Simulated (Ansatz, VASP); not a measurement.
# One calculation of CoO, two programs

```xyz
2
Lattice="0.0000 2.1172 2.1172 2.1172 0.0000 2.1172 2.1172 2.1172 0.0000" Properties=species:S:1:pos:R:3 pbc="T T T"
Co    0.0000    0.0000    0.0000
O     2.1172    2.1172    2.1172
```

Alike in both runs: task single point; functional LDA; k mesh 11 × 11 × 11; occupations fermi-dirac, width 0.05 eV; collinear spin.

|  | VASP | Ansatz |
| --- | --- | --- |
| version | VASP 6.6.1 | Ansatz 0.2.0 |
| potentials or method | VASP PAW LDA potentials, release 64 (Co, O) | Ansatz PAW |
| plane-wave cutoff (eV) | 520 | 420 |
| valence electrons in the cell | 15 | 23 |

```csv
,VASP,Ansatz,Ansatz less VASP
gap on the k mesh at the Fermi level (eV),none,none,-
pressure (GPa),-18.5,-16.6,+1.92
net moment per atom (μB),1.32,1.41,+0.096
size of the moment on the site where the two differ most (μB),2.31,2.38,+0.067
```

LDA's correlation is that of Perdew and Zunger in VASP and of Perdew and Wang (1992) in Ansatz. Site moments also hang on the region over which each program counts them. A gap of «none» marks a metal or a gap that the smearing closes. VASP's potentials hold 15 valence electrons a cell and Ansatz's 23, so a difference there can come from the potentials and not from the codes.
